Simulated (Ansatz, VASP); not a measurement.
# Ga2O3 in VASP and in Ansatz

File INCAR:

```
ALGO     = Normal         # electronic algorithm
EDIFF    = 1E-6           # SCF threshold, eV
ENCUT    = 520            # plane-wave cutoff, eV
GGA      = PE             # functional
ISIF     = 2              # what is computed and relaxed
ISMEAR   = -1             # smearing method
LASPH    = True           # aspherical terms in the spheres
LCHARG   = False          # write CHGCAR
LREAL    = False          # projectors in reciprocal space
LWAVE    = False          # write WAVECAR
NBANDS   = 55             # bands
NELM     = 60             # most SCF steps
PREC     = Accurate       # precision mode
SIGMA    = 0.05           # smearing width, eV
```

Contents of KPOINTS:

```
k-points
0
Gamma
  5 5 3
```

The input POSCAR:

```
Ga2O3
1.0
    6.1070000000     -1.5185500000      0.0000000000
    6.1070000000      1.5185500000      0.0000000000
   -1.3859888959      0.0000000000      5.6300087380
Ga O
4 6
Direct
    0.3413400000      0.3413400000      0.6859800000
    0.6586600000      0.6586600000      0.3140200000
    0.9095000000      0.9095000000      0.2054000000
    0.0905000000      0.0905000000      0.7946000000
    0.5041000000      0.5041000000      0.7434000000
    0.4959000000      0.4959000000      0.2566000000
    0.8267000000      0.8267000000      0.4368000000
    0.1733000000      0.1733000000      0.5632000000
    0.8355000000      0.8355000000      0.8902000000
    0.1645000000      0.1645000000      0.1098000000
```

File input.yaml:

```yaml
crystal:
  lattice:
    - [6.107, -1.51855, 0.0]
    - [6.107, 1.51855, 0.0]
    - [-1.3859888959, 0.0, 5.630008738]
  atoms:
    - { symbol: Ga, position: [0.34134, 0.34134, 0.68598] }
    - { symbol: Ga, position: [0.65866, 0.65866, 0.31402] }
    - { symbol: Ga, position: [0.9095, 0.9095, 0.2054] }
    - { symbol: Ga, position: [0.0905, 0.0905, 0.7946] }
    - { symbol: O, position: [0.5041, 0.5041, 0.7434] }
    - { symbol: O, position: [0.4959, 0.4959, 0.2566] }
    - { symbol: O, position: [0.8267, 0.8267, 0.4368] }
    - { symbol: O, position: [0.1733, 0.1733, 0.5632] }
    - { symbol: O, position: [0.8355, 0.8355, 0.8902] }
    - { symbol: O, position: [0.1645, 0.1645, 0.1098] }
hamiltonian:
  xc: pbe
  pseudopotentials: { kind: paw }
kpoints:
  mp_grid: { grid: [5, 5, 3] }
scf:
  occupations: { method: fermi_dirac, width: 0.05 }
output:
  forces: true
  stress: true
  eigenvalues: true
```

Alike in both runs: task single point; functional PBE; k mesh 5 × 5 × 3; occupations fermi-dirac, width 0.05 eV; no spin polarisation.

|  | VASP | Ansatz |
| --- | --- | --- |
| version | VASP 6.6.1 | Ansatz 0.2.0 |
| potentials or method | VASP PAW PBE potentials, release 64 (Ga_d, O) | Ansatz PAW |
| plane-wave cutoff (eV) | 520 | 420 |
| valence electrons in the cell | 88 | 88 |

|  | VASP | Ansatz | Ansatz less VASP |
| --- | --- | --- | --- |
| gap on the k mesh at the Fermi level (eV) | 2.44 | 2.45 | +0.013 |
| least direct gap on the mesh (eV) | 2.44 | 2.45 | +0.013 |
| pressure (GPa) | 10.1 | 9.5 | -0.58 |
| traceless stress, the component that is largest in VASP (GPa) | 0.80 | 0.70 | -0.104 |
| rms of the force components (eV/Å) | 0.087 | 0.082 | -0.0051 |

Atom by atom the forces differ by 0.010 eV/Å (rms over components). The functional is the same, so the differences come from potentials, cutoffs and numerics.

The k mesh is coarse, so the values compare programs but aren't converged. Noted on Ansatz's run: odd divisions of the mesh miss points on the zone boundary, where band edges often lie, so the gap on the mesh can be too wide.
